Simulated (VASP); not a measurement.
# Si11SnO24 (a cell with a defect) in VASP: single point with PBE

Aim: the single point of Si11SnO24 (a cell with a defect) with PBE.

All numbers are computed with VASP 6.6.1; they aren't measurements. Logs are shortened: lines on timing, memory, paths and dates and some standing lists are left out, and cuts for length are marked.

## 1. The cell of the first run

The cell holds a defect, 36 atoms: a = 7.454 Å, b = 7.454 Å, c = 8.695 Å, α = 90.00°, β = 90.00°, γ = 95.32°.

## 2. Single point, PBE

The input, INCAR:

```
SYSTEM = Si11SnO24
PREC = Accurate ; ENCUT = 520
EDIFF = 1E-6 ; ISMEAR = 0
SIGMA = 0.01 ; LREAL = Auto
LASPH = .True. ; NELM = 100
ALGO = Normal ; ISIF = 2
LWAVE = .False. ; LCHARG = .True.
GGA = PE ; LELF = .True.
LVHAR = .True. ; NBANDS = 125
```

The input, KPOINTS:

```
Automatic mesh
0
Gamma
  2 2 2
  0.5 0.5 0.5
```

The input, POSCAR:

```
Si11SnO24
1.0
    2.5100214627      4.3474847016     -5.5094746217
    2.5100214627      4.3474847016      5.5094746217
    7.5300643882     -4.3474847015      0.0000000000
Sn Si O
1 11 24
Direct
    0.7667780495      0.7667780495      0.0000000000
    0.0074619879      0.0074619879      0.5000000000
    0.2620992327      0.2620992327      0.0000000000
    0.5247942009      0.5247942009      0.5000000000
    0.0371493191      0.6920542123      0.2865740902
    0.2770541393      0.9509665317      0.7618045805
    0.5348015192      0.2045813133      0.2647551354
    0.7931214829      0.4457127808      0.7499521094
    0.9509665317      0.2770541393      0.2381954195
    0.2045813133      0.5348015192      0.7352448646
    0.4457127808      0.7931214829      0.2500478906
    0.6920542123      0.0371493191      0.7134259098
    0.7875978203      0.5260720203      0.9231757379
    0.0239604667      0.7988687292      0.4486301682
    0.2713958214      0.0647440609      0.9209636226
    0.5310151425      0.3283385941      0.4186960745
    0.2924904792      0.4218734944      0.8721863838
    0.5615631028      0.6845376100      0.3726418686
    0.8138286082      0.9435936964      0.8400933493
    0.0491251474      0.1571125019      0.3647763420
    1.0023803926      0.4437304162      0.6942909351
    0.2469382007      0.6861726141      0.2409131880
    0.4851663565      0.9455559634      0.7020020441
    0.7431723831      0.1941916081      0.2078501932
    0.0647440609      0.2713958214      0.0790363774
    0.3283385941      0.5310151425      0.5813039255
    0.5260720203      0.7875978203      0.0768242621
    0.7988687292      0.0239604667      0.5513698318
    0.9455559634      0.4851663565      0.2979979559
    0.1941916081      0.7431723831      0.7921498068
    0.4437304162      1.0023803926      0.3057090649
    0.6861726141      0.2469382007      0.7590868120
    0.9435936964      0.8138286082      0.1599066507
    0.1571125019      0.0491251474      0.6352236580
    0.4218734944      0.2924904792      0.1278136162
    0.6845376100      0.5615631028      0.6273581314
```

Potentials or basis: VASP PAW PBE potentials, release 64 (Sn_d, Si, O).

Command:

```
$ cat potpaw_PBE.64/Sn_d/POTCAR potpaw_PBE.64/Si/POTCAR potpaw_PBE.64/O/POTCAR > POTCAR
$ mpirun -np 1 vasp_std > vasp.out
```

OUTCAR:

```text
SYSTEM = Si11SnO24
   PREC = Accurate
   ENCUT = 520
   EDIFF = 1E-6
   ISMEAR = 0
   LREAL = Auto
   LASPH = .True.
   NELM = 100
   ISIF = 2
   GGA = PE

 ion  position               nearest neighbor table
   1  0.767  0.767  0.000-  33 1.93  19 1.93  13 1.93  27 1.93   8 3.25  11 3.25   5 3.28  12 3.28

   2  0.007  0.007  0.500-  34 1.63  20 1.63  14 1.63  28 1.63   5 3.02  12 3.02   6 3.09   9 3.09

   3  0.262  0.262  0.000-  35 1.63  17 1.63  15 1.63  25 1.63   6 3.12   9 3.12   7 3.13  10 3.13

   4  0.525  0.525  0.500-  36 1.63  18 1.63  16 1.63  26 1.63   8 3.05  11 3.05
   5  0.037  0.692  0.287-  22 1.62  33 1.62  14 1.63  29 1.63   2 3.02  11 3.08   9 3.13   1 3.28

   6  0.277  0.951  0.762-  15 1.63  34 1.63  30 1.63  23 1.64   2 3.09  10 3.11   3 3.12  12 3.13

   7  0.535  0.205  0.265-  16 1.63  35 1.63  31 1.63  24 1.64  11 3.08   9 3.11   3 3.13
   8  0.793  0.446  0.750-  32 1.62  13 1.62  36 1.63  21 1.63   4 3.05  10 3.08  12 3.08   1 3.25

   9  0.951  0.277  0.238-  25 1.63  20 1.63  24 1.63  29 1.64   2 3.09   7 3.11   3 3.12   5 3.13

  10  0.205  0.535  0.735-  26 1.63  17 1.63  21 1.63  30 1.64   8 3.08   6 3.11   3 3.13
  11  0.446  0.793  0.250-  22 1.62  27 1.62  18 1.63  31 1.63   4 3.05   7 3.08   5 3.08   1 3.25

  12  0.692  0.037  0.713-  32 1.62  19 1.62  28 1.63  23 1.63   2 3.02   8 3.08   6 3.13   1 3.28

  13  0.788  0.526  0.923-   8 1.62   1 1.93
  14  0.024  0.799  0.449-   5 1.63   2 1.63
  15  0.271  0.065  0.921-   6 1.63   3 1.63
  16  0.531  0.328  0.419-   7 1.63   4 1.63
  17  0.292  0.422  0.872-   3 1.63  10 1.63
  18  0.562  0.685  0.373-   4 1.63  11 1.63
[... 16 lines left out ...]
  35  0.422  0.292  0.128-   3 1.63   7 1.63
  36  0.685  0.562  0.627-   4 1.63   8 1.63

  LATTYP: Found a base centered orthorhombic cell.
 ALAT       =    10.0400858510
 B/A-ratio  =     1.0974955202
 C/A-ratio  =     0.8660254038

  Lattice vectors:

 A1 = (   2.5100214627,   4.3474847016,  -5.5094746217)
 A2 = (   2.5100214627,   4.3474847016,   5.5094746217)
 A3 = (   7.5300643882,  -4.3474847015,   0.0000000000)

Analysis of symmetry for initial positions (statically):
=====================================================================
 Subroutine PRICEL returns:
 Original cell was already a primitive cell.

 Routine SETGRP: Setting up the symmetry group for a
 base centered orthorhombic supercell.

 Subroutine GETGRP returns: Found  2 space group operations
 (whereof  2 operations were pure point group operations)
 out of a pool of  8 trial point group operations.

The static configuration has the point symmetry C_2 .

Analysis of symmetry for dynamics (positions and initial velocities):
=====================================================================
 Subroutine PRICEL returns:
 Original cell was already a primitive cell.

 Routine SETGRP: Setting up the symmetry group for a
 base centered orthorhombic supercell.

 Subroutine GETGRP returns: Found  2 space group operations
 (whereof  2 operations were pure point group operations)
 out of a pool of  8 trial point group operations.

The dynamic configuration has the point symmetry C_2 .

 Subroutine INISYM returns: Found  2 space group operations
 (whereof  2 operations are pure point group operations),
 and found     1 'primitive' translations

----------------------------------------------------------------------------------------

                                     Primitive cell

  volume of cell :     480.9674

  direct lattice vectors                    reciprocal lattice vectors
     2.510021463  4.347484702 -5.509474622     0.049800371  0.086256773 -0.090752755
     2.510021463  4.347484702  5.509474622     0.049800371  0.086256773  0.090752755
     7.530064388 -4.347484701  0.000000000     0.099600742 -0.057504515  0.000000000

  length of vectors
     7.453532155  7.453532155  8.694969403     0.134745576  0.134745576  0.115009030

  position of ions in fractional coordinates (direct lattice)
     0.766778049  0.766778049  1.000000000
     0.007461988  0.007461988  0.500000000
     0.262099233  0.262099233  1.000000000
     0.524794201  0.524794201  0.500000000
     0.037149319  0.692054212  0.286574090
     0.277054139  0.950966532  0.761804580
[... 28 lines left out ...]
     0.421873494  0.292490479  0.127813616
     0.684537610  0.561563103  0.627358131

  ion indices of the primitive-cell ions
   primitive index   ion index
                 1           1
                 2           2
                 3           3
                 4           4
                 5           5
                 6           6
[... 28 lines left out ...]
                35          35
                36          36

----------------------------------------------------------------------------------------

 KPOINTS: Automatic mesh

Automatic generation of k-mesh.
 Grid dimensions read from file:
 generate k-points for:    2    2    2

 Generating k-lattice:

  Cartesian coordinates                     Fractional coordinates (reciprocal lattice)
     0.024900185  0.043128386 -0.045376377     0.500000000  0.000000000  0.000000000
     0.024900185  0.043128386  0.045376377     0.000000000  0.500000000  0.000000000
     0.049800371 -0.028752258  0.000000000    -0.000000000 -0.000000000  0.500000000

  Length of vectors
     0.067372788  0.067372788  0.057504515

  Shift w.r.t. Gamma in fractional coordinates (k-lattice)
     0.500000000  0.500000000  0.500000000

 Subroutine IBZKPT returns following result:
 ===========================================

 Found      3 irreducible k-points:

 Following reciprocal coordinates:
            Coordinates               Weight
  0.250000  0.250000  0.250000      4.000000
 -0.250000  0.250000  0.250000      2.000000
  0.250000 -0.250000  0.250000      2.000000
   k-points           NKPTS =      3   k-points in BZ     NKDIM =      3   number of bands    NBANDS=    125
   number of dos      NEDOS =    301   number of ions     NIONS =     36
   total plane-waves  NPLWV = 219520
   dimension x,y,z NGX =    56 NGY =   56 NGZ =   70
   dimension x,y,z NGXF=   112 NGYF=  112 NGZF=  140
   ions per type =               1  11  24
   NGX,Y,Z   is equivalent  to a cutoff of  12.49, 12.49, 13.38 a.u.
   NGXF,Y,Z  is equivalent  to a cutoff of  24.98, 24.98, 26.77 a.u.
 SYSTEM =  Si11SnO24
   PREC   = accura    normal or accurate (medium, high low for compatibility)
   ISTART =      0    job   : 0-new  1-cont  2-samecut
   ICHARG =      2    charge: 1-file 2-atom 10-const
   ISPIN  =      1    spin polarized calculation?
   LNONCOLLINEAR =      F non collinear calculations
   LSORBIT =      F    spin-orbit coupling
   LASPH  =      T    aspherical Exc in radial PAW
   ENCUT  =  520.0 eV  38.22 Ry    6.18 a.u.  13.86 13.86 16.17*2*pi/ulx,y,z
   NELM   =    100;   NELMIN=  2; NELMDL= -5     # of ELM steps
   EDIFF  = 0.1E-05   stopping-criterion for ELM
   LREAL  =      T    real-space projection
   EDIFFG = 0.1E-04   stopping-criterion for IOM
   NSW    =      0    number of steps for IOM
   IBRION =     -1    ionic relax: 0-MD 1-quasi-New 2-CG
   NFREE  =      0    steps in history (QN), initial steepest desc. (CG)
   ISIF   =      2    stress and relaxation
   ISYM   =      2    0-nonsym 1-usesym 2-fastsym
   POTIM  = 0.5000    time-step for ionic-motion
   TEBEG  =    0.0;   TEEND  =   0.0 temperature during run
   PSTRESS=    0.0 pullay stress
   NELECT =     202.0000    total number of electrons
   NUPDOWN=      -1.0000    fix difference up-down
   EMIN   =  10.00;   EMAX   =-10.00  energy-range for DOS
   EFERMI =   0.00;   METHOD = LEGACY
   ISMEAR =     0;   SIGMA  =   0.01  broadening in eV -4-tet -1-fermi 0-gaus
   EFERMI_NEDOS =   21; number of points for ismear=-14 and -15
   IALGO  =     38    algorithm
   IMIX   =      4    mixing-type and parameters
     AMIX     =   0.40;   BMIX     =  1.00
     AMIX_MAG =   1.60;   BMIX_MAG =  1.00
  volume/ion in A,a.u.               =      13.36        90.16
  Fermi-wavevector in a.u.,A,eV,Ry     =   1.225989  2.316784 20.450238  1.503050
  Thomas-Fermi vector in A             =   2.361007
   LORBIT       =      0    0 simple, 1 ext, 2 COOP (PROOUT), +10 PAW based schemes
   GGA     = PE    functional components
   LHFCALC =     F    Hartree Fock is set to
   AEXX    =    0.0000 exact exchange contribution
   IVDW    =     0    specifies the selected vdW correction
   LEPSILON=     F    determine dielectric tensor
   LRPA    =     F    only Hartree local field effects (RPA)
 non-spin polarized calculation
 Gauss-broadening in eV      SIGMA  =   0.01
  energy-cutoff  :      520.00
  volume of cell :      480.97
 maximum number of plane-waves:     12951
   NGX = 27   NGY = 27   NGZ = 33

 number of electron     202.0000021 magnetization

 Free energy of the ion-electron system (eV)
  ---------------------------------------------------
  ext. energy  EPLUGINS =         0.00000000
  ---------------------------------------------------
  free energy    TOTEN  =      -278.05042673 eV

  energy without entropy =     -278.05042673  energy(sigma->0) =     -278.05042673

 E-fermi :   1.0244     XC(G=0):  -9.0546

 val. band max:        0.9594443626   @ k =   0.2500   0.2500   0.2500
 cond. band min:       5.4601404119   @ k =   0.2500  -0.2500   0.2500
 fundamental gap:      4.5006960494
 Fermi energy:         1.0243591503

 k-point     1 :       0.2500    0.2500    0.2500
  band No.  band energies     occupation
      1     -19.3212      2.00000
      2     -19.3147      2.00000
      3     -19.2840      2.00000
      4     -18.6835      2.00000
      5     -18.6672      2.00000
      6     -18.0893      2.00000
[... 105 lines left out ...]
    112       9.9940      0.00000
    113      10.1312      0.00000

 k-point     2 :      -0.2500    0.2500    0.2500
  band No.  band energies     occupation
      1     -19.3221      2.00000
      2     -19.3136      2.00000
      3     -19.2843      2.00000
      4     -18.6835      2.00000
      5     -18.6672      2.00000
      6     -18.1014      2.00000
[... 105 lines left out ...]
    112      10.0044      0.00000
    113      10.0899      0.00000

 k-point     3 :       0.2500   -0.2500    0.2500
  band No.  band energies     occupation
      1     -19.3218      2.00000
      2     -19.3141      2.00000
      3     -19.2841      2.00000
      4     -18.6835      2.00000
      5     -18.6672      2.00000
      6     -18.1026      2.00000
[... 105 lines left out ...]
    112       9.9714      0.00000
    113      10.1262      0.00000
 [bands above 113 left out]

------------------------ aborting loop because EDIFF is reached ----------------------------------------

  FORCE on cell =-STRESS in cart. coord.  units (eV):
  Direction    XX          YY          ZZ          XY          YZ          ZX
  --------------------------------------------------------------------------------------
  -------------------------------------------------------------------------------------
  Total        4.3303558      1.4959562      3.6556171     -2.4546620     -0.2878043      0.4984908
  in kB       14.4250886      4.9832627     12.1774291     -8.1768611     -0.9587209      1.6605505
  external PRESSURE =      10.5285935 kB  Pullay stress =       0.0000000 kB

 VOLUME and BASIS-vectors are now :
 -----------------------------------------------------------------------------
  energy-cutoff  :      520.00
  volume of cell :      480.97
      direct lattice vectors                 reciprocal lattice vectors
     2.510021463  4.347484702 -5.509474622     0.049800371  0.086256773 -0.090752755
     2.510021463  4.347484702  5.509474622     0.049800371  0.086256773  0.090752755
     7.530064388 -4.347484701  0.000000000     0.099600742 -0.057504515  0.000000000

 POSITION                                       TOTAL-FORCE (eV/Angst)
 -----------------------------------------------------------------------------------
      3.84926      6.66711      0.00000         0.013719      0.023763     -0.000000
      3.80249     -2.10886      0.00000         0.008209      0.014219     -0.000000
      1.31575      2.27894      0.00000         0.002918      0.005054     -0.000000
      6.39952      2.38933      0.00000        -0.002247     -0.003891     -0.000000
      3.98824      1.92432      3.60818         0.003428     -0.032796     -0.013147
      8.81880      2.02687      3.71290         0.007469     -0.013561     -0.006416
[... 28 lines left out ...]
      2.75551      2.55002     -0.71283        -0.000900     -0.006004     -0.004293
      7.85179      2.68997     -0.67752         0.009055     -0.005573     -0.006587
 -----------------------------------------------------------------------------------
    total drift:                               -0.004295     -0.007437     -0.000001

  FREE ENERGIE OF THE ION-ELECTRON SYSTEM (eV)
  ---------------------------------------------------
  free  energy   TOTEN  =      -278.0504267324 eV

  energy  without entropy=     -278.0504267324  energy(sigma->0) =     -278.05042673
```

Wall time 8.2 min (1 thread of AMD EPYC 7R43 (Zen 3), shared host); peak memory 0.49 GiB.

Results:

```yaml
Free_energy: -278.0504 eV
Pressure: 1.1 GPa
Largest_force: 0.035 eV/Å
Band_gap_on_the_k_mesh: 4.50 eV
```

Forces on the atoms (eV/Å):
```
Sn   0.014  0.024  0.000
Si   0.008  0.014  0.000
Si   0.003  0.005  0.000
Si  -0.002 -0.004  0.000
Si   0.003 -0.033 -0.013
Si   0.007 -0.014 -0.006
Si   0.012  0.000  0.004
Si  -0.027  0.006 -0.007
Si  -0.015  0.000  0.006
Si  -0.006  0.010 -0.004
Si   0.019 -0.020  0.007
Si  -0.030 -0.013  0.013
O    0.019 -0.014 -0.010
O    0.009 -0.001 -0.001
O    0.003  0.010  0.004
O    0.004  0.009  0.006
O   -0.005 -0.004  0.004
O   -0.009  0.005  0.007
O    0.009  0.008 -0.014
O   -0.004 -0.001  0.002
O    0.004 -0.011  0.006
O    0.003  0.002 -0.005
O    0.005 -0.006  0.003
O    0.003 -0.004  0.003
O    0.007  0.008 -0.004
O    0.005  0.008 -0.006
O   -0.022  0.010  0.010
O   -0.005  0.007  0.001
O   -0.008  0.001 -0.003
O   -0.005  0.001 -0.003
O   -0.012 -0.002 -0.006
O    0.000  0.003  0.005
O    0.002  0.012  0.014
O    0.001 -0.004 -0.002
O   -0.001 -0.006 -0.004
O    0.009 -0.006 -0.007
```

Stress tensor (GPa, compression positive):
```
 1.44 -0.82  0.17
-0.82  0.50 -0.10
 0.17 -0.10  1.22
```

Levels at points of the mesh, in eV from the valence-band top:
| k point | band 99 | band 100 | band 101 | band 102 | band 103 | band 104 |
| --- | --- | --- | --- | --- | --- | --- |
| (0.25, 0.25, 0.25) | -0.20 | -0.11 | 0.00 | 4.52 | 6.77 | 7.50 |

Caveat: spin-orbit coupling is left out, which moves the levels of the heavy elements.
